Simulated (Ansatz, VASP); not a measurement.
## NbP in VASP and in Ansatz

Contents of INCAR:

```
  PREC = Accurate
  ENCUT = 520
  EDIFF = 1E-6
  ISMEAR = -1
  SIGMA = 0.05
  LREAL = False
  LASPH = True
  NELM = 100
  ALGO = Normal
  ISIF = 2
  LWAVE = False
  LCHARG = False
  GGA = PS
  NBANDS = 26
```

Contents of KPOINTS:

```
Automatic mesh
0
Gamma
  9 9 9
```

Contents of POSCAR:

```
NbP
1.0
   -1.6749232544      1.6749232544      5.7975092577
    1.6749232544     -1.6749232544      5.7975092577
    1.6749232544      1.6749232544     -5.7975092577
Nb P
2 2
Direct
    0.2498808000      0.7498808000      0.5000000000
    0.4998808000      0.4998808000      0.0000000000
    0.8327477700      0.3327477700      0.5000000000
    0.0827477700      0.0827477700      0.0000000000
```

Contents of input.yaml:

```yaml
crystal:
  lattice:
    - [-1.6749232544, 1.6749232544, 5.7975092577]
    - [1.6749232544, -1.6749232544, 5.7975092577]
    - [1.6749232544, 1.6749232544, -5.7975092577]
  atoms:
    - { symbol: Nb, position: [0.2498808, 0.7498808, 0.5] }
    - { symbol: Nb, position: [0.4998808, 0.4998808, 0.0] }
    - { symbol: P, position: [0.83274777, 0.33274777, 0.5] }
    - { symbol: P, position: [0.08274777, 0.08274777, 0.0] }
hamiltonian:
  xc: pbesol
  pseudopotentials: { kind: paw }
kpoints:
  mp_grid: { grid: [9, 9, 9] }
  band_path:
    path:
      - [[0.0, 0.0, 0.0], [-0.5, 0.5, 0.0], [-0.5, 0.5, -0.0417327427], [-0.2708663713, 0.2708663713, -0.2708663713], [0.0, 0.0, 0.0], [0.5, 0.5, -0.5], [0.2708663713, 0.7291336287, -0.7291336287], [0.0, 0.5, -0.5], [-0.25, 0.75, -0.25], [0.0417327427, 0.9582672573, -0.5], [0.5, 0.5, -0.5]]
      - [[-0.5, 0.5, 0.0], [-0.25, 0.75, -0.25]]
    npoints: 14
scf:
  occupations: { method: fermi_dirac, width: 0.05 }
  n_extra_bands: 10
output:
  forces: true
  stress: true
  eigenvalues: true
  fatbands: true
  write_density: true
  write_potential: true
  elf: true
  volumetric_format: npy
```

Alike in both runs: functional PBEsol; k mesh 9 × 9 × 9; occupations fermi-dirac, width 0.05 eV; no spin polarisation.

|  | VASP | Ansatz |
| --- | --- | --- |
| version | VASP 6.6.1 | Ansatz 0.2.0 |
| potentials or method | VASP PAW PBE potentials, release 64 (Nb_sv, P) | Ansatz PAW |
| plane-wave cutoff (eV) | 520 | 420 |
| valence electrons in the cell | 36 | 36 |
| task | single point | band structure |

|  | VASP | Ansatz | Ansatz less VASP |
| --- | --- | --- | --- |
| gap on the k mesh at the Fermi level (eV) | none | none | - |
| pressure (GPa) | -8.1 | -7.9 | +0.20 |
| traceless stress, the component that is largest in VASP (GPa) | -1.08 | -1.09 | -0.006 |
| rms of the force components (eV/Å) | 0.027 | 0.027 | -0.0002 |

VASP's potentials were made for PBE, not for PBEsol. Atom by atom the forces differ by 0.000 eV/Å (rms over components). A gap of «none» marks a metal or a gap that the smearing closes.
